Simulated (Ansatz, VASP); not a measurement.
# One calculation of TiAl5, two programs

```
Ti Al
1.0
     5.23834    0.00000    0.00000
    -2.61917    4.53653    0.00000
     0.00000    0.00000    4.39061
Ti Al
1 5
Direct
  0.00000 0.00000 0.00000
  0.00000 0.50000 0.50000
  0.33333 0.66667 0.00000
  0.66667 0.33333 0.00000
  0.50000 0.00000 0.50000
  0.50000 0.50000 0.50000
```

Change from the starting cell: species swapped into the TbCu5 type (P6/mmm, No. 191).

Alike in both runs: task single point; functional PBE; k mesh 6 × 6 × 4; occupations gaussian, width 0.1 eV; collinear spin.

|  | VASP | Ansatz |
| --- | --- | --- |
| version | VASP 6.6.1 | Ansatz 0.2.0 |
| potentials or method | VASP PAW PBE potentials, release 64 (Ti_sv, Al), cutoff 520 eV | scalar-relativistic, plane waves, PAW |
| valence electrons in the cell | 27 | 27 |

|  | VASP | Ansatz | Ansatz less VASP |
| --- | --- | --- | --- |
| gap on the k mesh at the Fermi level (eV) | none | none | - |
| pressure (GPa) | 0.2 | 0.7 | +0.47 |
| traceless stress, the component that is largest in VASP (GPa) | 0.10 | 0.09 | -0.011 |
| net moment per atom (μB) | 0.00 | 0.21 | +0.207 |
| size of the moment on the site where the two differ most (μB) | 0.00 | 0.97 | +0.965 |

The net moments are unlike, so the other rows may belong to different states. Site moments also hang on the region over which each program counts them. A gap of «none» marks a metal or a gap that the smearing closes.
